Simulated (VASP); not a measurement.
# In4Ge (Pm-3m) in VASP: further runs, part 2 of 2

VASP 6.6.1.

## 3. Single point, PBE

This run uses another cell than the first one, of 33.21 Å³/atom.

File INCAR:

```
SYSTEM = In4Ge
  PREC = Accurate
  ENCUT = 520
  EDIFF = 1E-7
  ISMEAR = 0
  SIGMA = 0.1
  LREAL = .FALSE.
  LASPH = .TRUE.
  NELM = 100
  ALGO = Normal
  ISIF = 2
  LWAVE = .FALSE.
  LCHARG = .TRUE.
  GGA = PE
  LELF = .TRUE.
  LVHAR = .TRUE.
  NBANDS = 41
```

File KPOINTS:

```
regular mesh
0
G
  4 4 4
  0 0 0
```

File POSCAR:

```
In4Ge
1.0
    5.4964566784      0.0000000000      0.0000000000
    0.0000000000      5.4964566784      0.0000000000
    0.0000000000      0.0000000000      5.4964566784
In Ge
4 1
Direct
    0.5000000000      0.5000000000      0.5000000000
    0.5000000000      0.0000000000      0.0000000000
    0.0000000000      0.5000000000      0.0000000000
    0.0000000000      0.0000000000      0.5000000000
    0.0000000000      0.0000000000      0.0000000000
```

Potentials or basis: VASP PAW PBE potentials, release 64 (In_d, Ge_d).

Started as:

```
cat potpaw_PBE.64/In_d/POTCAR potpaw_PBE.64/Ge_d/POTCAR > POTCAR
mpirun -np 1 vasp_std > vasp.out
```

OUTCAR:

```text
SYSTEM = In4Ge
   PREC = Accurate
   ENCUT = 520
   EDIFF = 1E-7
   ISMEAR = 0
   LREAL = .FALSE.
   LASPH = .TRUE.
   NELM = 100
   ISIF = 2
   GGA = PE

 ion  position               nearest neighbor table
   1  0.500  0.500  0.500-   2 3.89   3 3.89   4 3.89   2 3.89   3 3.89   2 3.89   4 3.89   2 3.89
                             3 3.89   4 3.89   3 3.89   4 3.89
   2  0.500  0.000  0.000-   5 2.75   5 2.75   4 3.89   1 3.89   1 3.89   4 3.89   1 3.89   3 3.89
                             1 3.89   3 3.89   4 3.89   3 3.89   4 3.89   3 3.89
   3  0.000  0.500  0.000-   5 2.75   5 2.75   4 3.89   1 3.89   1 3.89   4 3.89   2 3.89   4 3.89
                             2 3.89   4 3.89   1 3.89   2 3.89   1 3.89   2 3.89
   4  0.000  0.000  0.500-   5 2.75   5 2.75   3 3.89   1 3.89   2 3.89   3 3.89   2 3.89   1 3.89
                             3 3.89   3 3.89   1 3.89   2 3.89   2 3.89   1 3.89
   5  0.000  0.000  0.000-   2 2.75   3 2.75   4 2.75   4 2.75   3 2.75   2 2.75

  LATTYP: Found a simple cubic cell.
 ALAT       =     5.4964566784

  Lattice vectors:

 A1 = (   5.4964566784,   0.0000000000,   0.0000000000)
 A2 = (   0.0000000000,   5.4964566784,   0.0000000000)
 A3 = (   0.0000000000,   0.0000000000,   5.4964566784)

Analysis of symmetry for initial positions (statically):
=====================================================================
 Subroutine PRICEL returns:
 Original cell was already a primitive cell.

 Routine SETGRP: Setting up the symmetry group for a
 simple cubic supercell.

 Subroutine GETGRP returns: Found 48 space group operations
 (whereof 48 operations were pure point group operations)
 out of a pool of 48 trial point group operations.

The static configuration has the point symmetry O_h .

Analysis of symmetry for dynamics (positions and initial velocities):
=====================================================================
 Subroutine PRICEL returns:
 Original cell was already a primitive cell.

 Routine SETGRP: Setting up the symmetry group for a
 simple cubic supercell.

 Subroutine GETGRP returns: Found 48 space group operations
 (whereof 48 operations were pure point group operations)
 out of a pool of 48 trial point group operations.

The dynamic configuration has the point symmetry O_h .

 Subroutine INISYM returns: Found 48 space group operations
 (whereof 48 operations are pure point group operations),
 and found     1 'primitive' translations

----------------------------------------------------------------------------------------

                                     Primitive cell

  volume of cell :     166.0537

  direct lattice vectors                    reciprocal lattice vectors
     5.496456678  0.000000000  0.000000000     0.181935392  0.000000000  0.000000000
     0.000000000  5.496456678  0.000000000     0.000000000  0.181935392  0.000000000
     0.000000000  0.000000000  5.496456678     0.000000000  0.000000000  0.181935392

  length of vectors
     5.496456678  5.496456678  5.496456678     0.181935392  0.181935392  0.181935392

  position of ions in fractional coordinates (direct lattice)
     0.500000000  0.500000000  0.500000000
     0.500000000  0.000000000  0.000000000
     0.000000000  0.500000000  0.000000000
     0.000000000  0.000000000  0.500000000
     0.000000000  0.000000000  0.000000000

  ion indices of the primitive-cell ions
   primitive index   ion index
[... 37 lines left out ...]
  0.250000  0.250000  0.000000     12.000000
  0.500000  0.250000  0.000000     12.000000
  0.500000  0.500000  0.000000      3.000000
  0.250000  0.250000  0.250000      8.000000
  0.500000  0.250000  0.250000     12.000000
  0.500000  0.500000  0.250000      6.000000
  0.500000  0.500000  0.500000      1.000000
   k-points           NKPTS =     10   k-points in BZ     NKDIM =     10   number of bands    NBANDS=     41
   number of dos      NEDOS =    301   number of ions     NIONS =      5
   total plane-waves  NPLWV =  74088
   dimension x,y,z NGX =    42 NGY =   42 NGZ =   42
   dimension x,y,z NGXF=    84 NGYF=   84 NGZF=   84
   ions per type =               4   1
   NGX,Y,Z   is equivalent  to a cutoff of  12.70, 12.70, 12.70 a.u.
   NGXF,Y,Z  is equivalent  to a cutoff of  25.41, 25.41, 25.41 a.u.
 SYSTEM =  In4Ge
   PREC   = accura    normal or accurate (medium, high low for compatibility)
   ISTART =      0    job   : 0-new  1-cont  2-samecut
   ICHARG =      2    charge: 1-file 2-atom 10-const
   ISPIN  =      1    spin polarized calculation?
   LNONCOLLINEAR =      F non collinear calculations
   LSORBIT =      F    spin-orbit coupling
   LASPH  =      T    aspherical Exc in radial PAW
   ENCUT  =  520.0 eV  38.22 Ry    6.18 a.u.  10.22 10.22 10.22*2*pi/ulx,y,z
   NELM   =    100;   NELMIN=  2; NELMDL= -5     # of ELM steps
   EDIFF  = 0.1E-06   stopping-criterion for ELM
   LREAL  =      F    real-space projection
   EDIFFG = 0.1E-05   stopping-criterion for IOM
   NSW    =      0    number of steps for IOM
   IBRION =     -1    ionic relax: 0-MD 1-quasi-New 2-CG
   NFREE  =      0    steps in history (QN), initial steepest desc. (CG)
   ISIF   =      2    stress and relaxation
   ISYM   =      2    0-nonsym 1-usesym 2-fastsym
   POTIM  = 0.5000    time-step for ionic-motion
   TEBEG  =    0.0;   TEEND  =   0.0 temperature during run
   PSTRESS=    0.0 pullay stress
   NELECT =      66.0000    total number of electrons
   NUPDOWN=      -1.0000    fix difference up-down
   EMIN   =  10.00;   EMAX   =-10.00  energy-range for DOS
   EFERMI =   0.00;   METHOD = LEGACY
   ISMEAR =     0;   SIGMA  =   0.10  broadening in eV -4-tet -1-fermi 0-gaus
   EFERMI_NEDOS =   21; number of points for ismear=-14 and -15
   IALGO  =     38    algorithm
   IMIX   =      4    mixing-type and parameters
     AMIX     =   0.40;   BMIX     =  1.00
     AMIX_MAG =   1.60;   BMIX_MAG =  1.00
  volume/ion in A,a.u.               =      33.21       224.12
  Fermi-wavevector in a.u.,A,eV,Ry     =   1.203668  2.274602 19.712343  1.448816
  Thomas-Fermi vector in A             =   2.339415
   LORBIT       =      0    0 simple, 1 ext, 2 COOP (PROOUT), +10 PAW based schemes
   GGA     = PE    functional components
   LHFCALC =     F    Hartree Fock is set to
   AEXX    =    0.0000 exact exchange contribution
   IVDW    =     0    specifies the selected vdW correction
   LEPSILON=     F    determine dielectric tensor
   LRPA    =     F    only Hartree local field effects (RPA)
 non-spin polarized calculation
 Gauss-broadening in eV      SIGMA  =   0.10
  energy-cutoff  :      520.00
  volume of cell :      166.05
 maximum number of plane-waves:      4492
 NGX is ok and might be reduce to    42
   NGX = 21   NGY = 21   NGZ = 21

 number of electron      66.0000056 magnetization

 Free energy of the ion-electron system (eV)
  ---------------------------------------------------
  ext. energy  EPLUGINS =         0.00000000
  ---------------------------------------------------
  free energy    TOTEN  =       -12.68363557 eV

  energy without entropy =      -12.64896490  energy(sigma->0) =      -12.66630023

 E-fermi :   4.6093     XC(G=0):  -8.9262

 val. band max:        4.5990866773   @ k =   0.5000   0.0000   0.0000
 cond. band min:       4.6467354329   @ k =   0.5000   0.2500   0.2500
 fundamental gap:      0.0476487556
 Fermi energy:         4.6093270108

 k-point     1 :       0.0000    0.0000    0.0000
  band No.  band energies     occupation
      1     -19.8881      2.00000
      2     -19.8881      2.00000
      3     -19.8608      2.00000
      4     -19.8608      2.00000
      5     -19.8608      2.00000
      6     -10.1740      2.00000
[... 429 lines left out ...]
     40       9.6238      0.00000
     41       9.6238      0.00000

------------------------ aborting loop because EDIFF is reached ----------------------------------------

  FORCE on cell =-STRESS in cart. coord.  units (eV):
  Direction    XX          YY          ZZ          XY          YZ          ZX
  --------------------------------------------------------------------------------------
  -------------------------------------------------------------------------------------
  Total        0.1036831      0.1036831      0.1036831      0.0000000      0.0000000     -0.0000000
  in kB        1.0003921      1.0003921      1.0003921      0.0000000      0.0000000     -0.0000000
  external PRESSURE =       1.0003921 kB  Pullay stress =       0.0000000 kB

 VOLUME and BASIS-vectors are now :
 -----------------------------------------------------------------------------
  energy-cutoff  :      520.00
  volume of cell :      166.05
      direct lattice vectors                 reciprocal lattice vectors
     5.496456678  0.000000000  0.000000000     0.181935392  0.000000000  0.000000000
     0.000000000  5.496456678  0.000000000     0.000000000  0.181935392  0.000000000
     0.000000000  0.000000000  5.496456678     0.000000000  0.000000000  0.181935392

 POSITION                                       TOTAL-FORCE (eV/Angst)
 -----------------------------------------------------------------------------------
      2.74823      2.74823      2.74823         0.000000      0.000000      0.000000
      2.74823      0.00000      0.00000         0.000000      0.000000      0.000000
      0.00000      2.74823      0.00000         0.000000      0.000000      0.000000
      0.00000      0.00000      2.74823         0.000000      0.000000      0.000000
      0.00000      0.00000      0.00000         0.000000      0.000000      0.000000
 -----------------------------------------------------------------------------------
    total drift:                                0.000000      0.000000     -0.000000

  FREE ENERGIE OF THE ION-ELECTRON SYSTEM (eV)
  ---------------------------------------------------
  free  energy   TOTEN  =       -12.6836355674 eV

  energy  without entropy=      -12.6489649024  energy(sigma->0) =      -12.66630023
```

OSZICAR:

```text
N       E                     dE             d eps       ncg     rms          rms(c)
DAV:   1     0.671124580408E+03    0.67112E+03   -0.31987E+04   918   0.259E+03
DAV:   2     0.870863337284E+02   -0.58404E+03   -0.57119E+03   820   0.680E+02
DAV:   3    -0.739589234728E+01   -0.94482E+02   -0.92844E+02   946   0.224E+02
DAV:   4    -0.131887178753E+02   -0.57928E+01   -0.57740E+01   948   0.621E+01
DAV:   5    -0.133970486238E+02   -0.20833E+00   -0.20829E+00  1094   0.111E+01    0.496E+00
DAV:   6    -0.126825783627E+02    0.71447E+00   -0.17900E+00  1029   0.926E+00    0.214E+00
DAV:   7    -0.126888030467E+02   -0.62247E-02   -0.37575E-01   975   0.424E+00    0.106E+00
DAV:   8    -0.126843789666E+02    0.44241E-02   -0.33121E-02  1231   0.152E+00    0.330E-01
DAV:   9    -0.126837721808E+02    0.60679E-03   -0.88905E-03  1077   0.974E-01    0.123E-01
DAV:  10    -0.126836722375E+02    0.99943E-04   -0.16102E-03  1106   0.385E-01    0.490E-02
DAV:  11    -0.126836305197E+02    0.41718E-04   -0.28503E-04  1213   0.156E-01    0.400E-02
DAV:  12    -0.126836375323E+02   -0.70126E-05   -0.66789E-05  1083   0.446E-02    0.259E-02
DAV:  13    -0.126836392923E+02   -0.17600E-05   -0.12172E-05  1031   0.423E-02    0.948E-03
DAV:  14    -0.126836355819E+02    0.37105E-05   -0.62934E-06  1018   0.217E-02    0.297E-03
DAV:  15    -0.126836355826E+02   -0.79490E-09   -0.10731E-06   749   0.606E-03    0.129E-03
DAV:  16    -0.126836355674E+02    0.15225E-07   -0.58086E-08   550   0.210E-03
   1 F= -.12683636E+02 E0= -.12666300E+02  d E =-.346707E-01
```

stdout:

```text
POSCAR found type information on POSCAR InGe
 POSCAR found :  2 types and       5 ions
 scaLAPACK will be used
 LDA part: xc-table for (Slater+PW92), standard interpolation
 POSCAR, INCAR and KPOINTS ok, starting setup
 FFT: planning ... GRIDC
 FFT: planning ... GRID_SOFT
 FFT: planning ... GRID
 WAVECAR not read
 entering main loop
```

It took 44 s on 1 thread of Intel Xeon 6975P-C (Granite Rapids), shared host; peak memory 0.27 GiB.

What came out:

```yaml
Free_energy: -12.6836 eV
Pressure: 0.1 GPa
Band_gap_on_the_k_mesh: zero (bands 33 and 34 overlap by 0.33 eV)
```

Caveat: spin-orbit coupling is left out, which moves the levels of the heavy elements.

## 4. Relaxation of cell and atoms, PBE

File INCAR:

```
SYSTEM = In4Ge
PREC     = Accurate       ! precision mode
ENCUT    = 600            ! plane-wave cutoff, eV
EDIFF    = 1E-6           ! SCF threshold, eV
ISMEAR   = 0              ! smearing method
SIGMA    = 0.1            ! smearing width, eV
LREAL    = .False.        ! projectors in reciprocal space
LASPH    = .True.         ! aspherical terms in the spheres
NELM     = 60             ! most SCF steps
ALGO     = Normal         ! electronic algorithm
ISIF     = 3              ! what is computed and relaxed
LWAVE    = .False.        ! write WAVECAR
LCHARG   = .False.        ! write CHGCAR
GGA      = PE             ! functional
IBRION   = 2              ! ionic algorithm
NSW      = 90             ! ionic steps
EDIFFG   = -0.04          ! ionic threshold
```

File KPOINTS:

```
regular mesh
0
Gamma
  4 4 4
  0 0 0
```

POSCAR: that of step 3 with these lines changed.

```diff
@@ -2,5 +2,5 @@
 1.0
-    5.4964566784      0.0000000000      0.0000000000
-    0.0000000000      5.4964566784      0.0000000000
-    0.0000000000      0.0000000000      5.4964566784
+    4.3791164400      0.0000000000      0.0000000000
+    0.0000000000      4.3791164400      0.0000000000
+    0.0000000000      0.0000000000      4.3791164400
 In Ge
```

Potentials or basis: VASP PAW PBE potentials, release 64 (In_d, Ge_d).

Started as:

```
cat potpaw_PBE.64/In_d/POTCAR potpaw_PBE.64/Ge_d/POTCAR > POTCAR
mpirun -np 1 vasp_std > vasp.out
```

OUTCAR:

```text
SYSTEM = In4Ge
   PREC = Accurate
   ENCUT = 600
   EDIFF = 1E-6
   ISMEAR = 0
   LREAL = .False.
   LASPH = .True.
   NELM = 60
   ISIF = 3
   GGA = PE
   IBRION = 2
   NSW = 90
   EDIFFG = -0.04

 ion  position               nearest neighbor table
   1  0.500  0.500  0.500-   2 3.10   3 3.10   4 3.10   2 3.10   3 3.10   2 3.10   4 3.10   2 3.10
                             3 3.10   4 3.10   3 3.10   4 3.10
   2  0.500  0.000  0.000-   5 2.19   5 2.19   4 3.10   1 3.10   1 3.10   4 3.10   1 3.10   3 3.10
                             1 3.10   3 3.10   4 3.10   3 3.10   4 3.10   3 3.10
   3  0.000  0.500  0.000-   5 2.19   5 2.19   4 3.10   1 3.10   1 3.10   4 3.10   2 3.10   4 3.10
                             2 3.10   4 3.10   1 3.10   2 3.10   1 3.10   2 3.10
   4  0.000  0.000  0.500-   5 2.19   5 2.19   3 3.10   1 3.10   2 3.10   3 3.10   2 3.10   1 3.10
                             3 3.10   3 3.10   1 3.10   2 3.10   2 3.10   1 3.10
   5  0.000  0.000  0.000-   2 2.19   3 2.19   4 2.19   4 2.19   3 2.19   2 2.19

  LATTYP: Found a simple cubic cell.
 ALAT       =     4.3791164400

  Lattice vectors:

 A1 = (   4.3791164400,   0.0000000000,   0.0000000000)
 A2 = (   0.0000000000,   4.3791164400,   0.0000000000)
 A3 = (   0.0000000000,   0.0000000000,   4.3791164400)

Analysis of symmetry for initial positions (statically):
=====================================================================
 Subroutine PRICEL returns:
 Original cell was already a primitive cell.

 Routine SETGRP: Setting up the symmetry group for a
 simple cubic supercell.
[... 134 lines left out ...]
   LORBIT       =      0    0 simple, 1 ext, 2 COOP (PROOUT), +10 PAW based schemes
   GGA     = PE    functional components
   LHFCALC =     F    Hartree Fock is set to
   AEXX    =    0.0000 exact exchange contribution
   IVDW    =     0    specifies the selected vdW correction
   LEPSILON=     F    determine dielectric tensor
   LRPA    =     F    only Hartree local field effects (RPA)
 conjugate gradient relaxation of ions
 non-spin polarized calculation
 Gauss-broadening in eV      SIGMA  =   0.10
  energy-cutoff  :      600.00
  volume of cell :       83.98
 maximum number of plane-waves:      2826
 NGX is ok and might be reduce to    36
   NGX = 17   NGY = 17   NGZ = 17

--------------------------------------- Ionic step        1  -------------------------------------------

 number of electron      65.9999988 magnetization

 Free energy of the ion-electron system (eV)
  ---------------------------------------------------
  ext. energy  EPLUGINS =         0.00000000
  ---------------------------------------------------
  free energy    TOTEN  =        -1.55606934 eV

  energy without entropy =       -1.52898239  energy(sigma->0) =       -1.54252586

 E-fermi :  13.0591     XC(G=0): -12.2817

 val. band max:       13.0339964811   @ k =   0.2500   0.2500   0.0000
 cond. band min:      13.0930322867   @ k =   0.5000   0.5000   0.0000
 fundamental gap:      0.0590358057
 Fermi energy:        13.0590941939
[... 1000 lines left out ...]
--------------------------------------- Ionic step        5  -------------------------------------------

 number of electron      66.0000061 magnetization

 Free energy of the ion-electron system (eV)
  ---------------------------------------------------
  ext. energy  EPLUGINS =         0.00000000
  ---------------------------------------------------
  free energy    TOTEN  =       -12.64029535 eV

  energy without entropy =      -12.60542180  energy(sigma->0) =      -12.62285857

 E-fermi :   4.5829     XC(G=0):  -8.9127

 val. band max:        4.5766958026   @ k =   0.5000   0.0000   0.0000
 cond. band min:       4.6190204219   @ k =   0.5000   0.2500   0.2500
 fundamental gap:      0.0423246193
 Fermi energy:         4.5828515549
[... 450 lines left out ...]
  FREE ENERGIE OF THE ION-ELECTRON SYSTEM (eV)
  ---------------------------------------------------
  free  energy   TOTEN  =       -12.6402953462 eV

  energy  without entropy=      -12.6054218027  energy(sigma->0) =      -12.62285857

 reached required accuracy - stopping structural energy minimisation
```

OSZICAR:

```text
N       E                     dE             d eps       ncg     rms          rms(c)
DAV:   1     0.761493944465E+03    0.76149E+03   -0.34548E+04   824   0.388E+03
[... 74 lines left out ...]
DAV:   3    -0.126560797880E+02    0.18655E+00   -0.53238E-01   940   0.921E+00    0.903E-01
DAV:   4    -0.126441985598E+02    0.11881E-01   -0.41601E-02   906   0.188E+00    0.700E-01
DAV:   5    -0.126403876392E+02    0.38109E-02   -0.86082E-03   867   0.750E-01    0.161E-01
DAV:   6    -0.126402838753E+02    0.10376E-03   -0.10022E-03   946   0.302E-01    0.673E-02
DAV:   7    -0.126402906356E+02   -0.67603E-05   -0.83867E-05  1168   0.682E-02    0.130E-02
DAV:   8    -0.126402950491E+02   -0.44135E-05   -0.81612E-06   830   0.318E-02    0.410E-03
DAV:   9    -0.126402953462E+02   -0.29708E-06   -0.10926E-06   528   0.962E-03
   5 F= -.12640295E+02 E0= -.12622859E+02  d E =-.110842E+02
```

Run time: 1.8 min. Hardware: 1 thread of Intel Xeon 6975P-C (Granite Rapids), shared host; peak memory 0.22 GiB.

Results:

```
Free energy                           : -12.6403 eV
Relaxed volume                        : 33.31 Å³/atom
Relaxed cell                          : a = 5.502 Å, b = 5.502 Å, c = 5.502 Å, α = 90.00°, β = 90.00°, γ = 90.00°
Space group after relaxing (to 0.1 Å) : Pm-3m (No. 221)
Energy gained by relaxing             : 2216.8 meV/atom
Ionic steps                           : 5
Pressure after relaxing               : -0.1 GPa
Band gap on the k mesh                : zero (bands 33 and 34 overlap by 0.33 eV)
```

Step by step:
```csv
step,energy change (eV),largest force (eV/Å),pressure (GPa),volume (Å³)
1,0.0000,0.0000,85.74,83.98
2,-9.7059,0.0000,-3.73,247.43
3,-11.0368,0.0000,1.68,155.99
4,-11.0583,0.0000,-0.99,173.82
5,-11.0842,0.0000,-0.11,166.57
```

Final structure:
```
In Ge
1.0
     5.50219    0.00000    0.00000
     0.00000    5.50219    0.00000
     0.00000    0.00000    5.50219
In Ge
4 1
Direct
  0.50000 0.50000 0.50000
  0.50000 0.00000 0.00000
  0.00000 0.50000 0.00000
  0.00000 0.00000 0.50000
  0.00000 0.00000 0.00000
```

Caveat: the volume moved by over 15 % at a fixed basis, so the end points are rough; spin-orbit coupling is left out, which moves the levels of the heavy elements.

## 5. Overview

```tsv
task	cell	cutoff (eV)	gap on the mesh (eV)	pressure (GPa)
single point	a = 4.379 Å, 5 atoms	520	none	85.7
single point	a = 5.496 Å, 5 atoms	520	none	0.1
relaxation of cell and atoms	relaxed from a = 4.379 Å, 5 atoms	600	none	-0.1
```

Alike in all rows: level PBE; potentials or basis VASP PAW PBE potentials, release 64 (In_d, Ge_d); no spin polarisation; k mesh 4 × 4 × 4; smearing gaussian 0.1 eV.

Caveats: spin-orbit coupling is left out, which moves the levels of the heavy elements; the cell stands under pressure (at least some runs); the volume moved by over 15 % at a fixed basis, so the end points are rough (at least some runs).

Absolute energies hang on the potentials; compare differences alone.
